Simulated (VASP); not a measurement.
The system is LiSm.

```
CELL_PARAMETERS angstrom
0.00000 2.54828 2.54828
2.54828 0.00000 2.54828
2.54828 2.54828 0.00000
ATOMIC_POSITIONS crystal
Li 0.50000 0.50000 0.50000
Sm 0.00000 0.00000 0.00000
```

The cell was generated, and may not be a known phase.

- Program: VASP 6.6.1
- Task: relaxation of cell and atoms
- Functional: PBE
- Potentials or basis: VASP PAW PBE potentials, release 64 (Li_sv, Sm_3), 4f in core
- Cutoff: 750 eV
- k mesh: 6 × 6 × 6
- Occupations: gaussian, width 0.1 eV
- Spin: no spin polarisation

At the start: pressure 27.8 GPa; volume 16.55 Å³/atom.

Task: How do energy, volume and symmetry change on relaxing?

Result: Over 4 steps the energy falls by 815.7 meV/atom and the volume is 29.69 Å³/atom (+79.4 %); space group Fm-3m (No. 225, to 0.1 Å) before and after.

Step by step:
```
step  energy change (eV)  largest force (eV/Å)  pressure (GPa)  volume (Å³)
   1              0.0000                0.0000           27.84        33.10
   2             -1.4456                0.0000            6.21        48.87
   3             -1.6292                0.0000            0.57        58.17
   4             -1.6315                0.0000            0.04        59.37
```

Final structure:
```cif
data_structure
_symmetry_space_group_name_H-M 'P 1'
_symmetry_Int_Tables_number 1
_cell_length_a 4.3790
_cell_length_b 4.3790
_cell_length_c 4.3790
_cell_angle_alpha 60.000
_cell_angle_beta 60.000
_cell_angle_gamma 60.000
_cell_volume 59.37
loop_
_atom_site_label
_atom_site_type_symbol
_atom_site_fract_x
_atom_site_fract_y
_atom_site_fract_z
_atom_site_occupancy
Li1 Li 0.50000 0.50000 0.50000 1
Sm1 Sm 0.00000 0.00000 0.00000 1
```

Caveat: the volume moved by over 15 % at a fixed basis, so the end points are rough.
